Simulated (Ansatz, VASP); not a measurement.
## Si in VASP and in Ansatz

```
CELL_PARAMETERS angstrom
3.84753 0.00000 0.00000
-1.92376 3.33205 0.00000
0.00000 0.00000 18.44160
ATOMIC_POSITIONS crystal
Si 0.33333 0.66667 0.26954
Si 0.66667 0.33333 0.24401
Si 0.00000 0.50000 0.51197
Si 0.33333 0.16667 0.48644
```

Alike in both runs: task single point; functional PBE; dispersion D3(BJ); k mesh 9 × 9 × 1; occupations gaussian, width 0.1 eV; no spin polarisation.

|  | VASP | Ansatz |
| --- | --- | --- |
| version | VASP 6.6.1 | Ansatz 0.2.0 |
| potentials or method | VASP PAW PBE potentials, release 64 (Si), cutoff 520 eV | scalar-relativistic, plane waves, PAW |
| valence electrons in the cell | 16 | 16 |

```tsv
	VASP	Ansatz	Ansatz less VASP
gap on the k mesh at the Fermi level (eV)	0.51	0.51	0.000
least direct gap on the mesh (eV)	0.51	0.51	0.000
rms of the force components (eV/Å)	0.053	0.054	+0.0013
```

Atom by atom the forces differ by 0.003 eV/Å (rms over components).
